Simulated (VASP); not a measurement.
Write the native input for VASP 6.6.1 that does the following.

| Quantity | Value |
| --- | --- |
| Task | single point |
| Functional | PBE |
| Potentials or basis | VASP PAW PBE potentials, release 64 (Al, In_d, P, As) |
| Cutoff | 500 eV |
| k mesh | 4 × 4 × 4 |
| Occupations | gaussian, width 0.1 eV |
| Spin | no spin polarisation |
| Dipole correction | no |
| Further INCAR settings | ALGO = Normal; EDIFF = 1e-06; NBANDS = 27 |

The structure of AlInAsP3 lies in POSCAR:

```
AlInAsP3
1.0
    3.8256508161      0.0000000000      0.0000000000
    0.0000000000      3.8256508161      0.0000000000
    0.0000000000      0.0000000000      9.6463483907
Al In P As
1 1 3 1
Direct
    0.5000000000      0.5000000000      0.0000000000
    0.0000000000      0.0000000000      0.0000000000
    0.0000000000      0.0000000000      0.7237188546
    0.0000000000      0.0000000000      0.2762811454
    0.0000000000      0.0000000000      0.5000000000
    0.5000000000      0.5000000000      0.5000000000
```

The cell was built from a structure type or drawn by symmetry, and may not be a known phase.

These files were run (other wordings do the same):

INCAR

```
PREC = Accurate ; ENCUT = 500
EDIFF = 1E-6 ; ISMEAR = 0
SIGMA = 0.1 ; LREAL = F
LASPH = T ; NELM = 120
ALGO = Normal ; ISIF = 2
LWAVE = F ; LCHARG = T
GGA = PE ; LELF = T
LVHAR = T ; NBANDS = 27
GGA_COMPAT = F
```

KPOINTS

```
Automatic mesh
0
Gamma
  4 4 4
```

Potentials or basis: VASP PAW PBE potentials, release 64 (Al, In_d, P, As).

The run is started by

```bash
$ cat potpaw_PBE.64/Al/POTCAR potpaw_PBE.64/In_d/POTCAR potpaw_PBE.64/P/POTCAR potpaw_PBE.64/As/POTCAR > POTCAR
$ mpirun -np 1 vasp_std > vasp.out
```

It gave:

```json
{
  "Pressure": "-0.1 GPa",
  "Largest force": "0.030 eV/Å",
  "Band gap on the k mesh": "zero (bands 18 and 19 overlap by 1.86 eV)"
}
```

Caveat: the k points lie up to 0.41 Å⁻¹ apart, too coarse for converged energies and pressures of a metal; spin-orbit coupling is left out, which moves the levels of the heavy elements.

Wall time 100 s on 1 thread of Intel Xeon 8259CL, with other jobs on the host, peak memory 0.26 GiB.
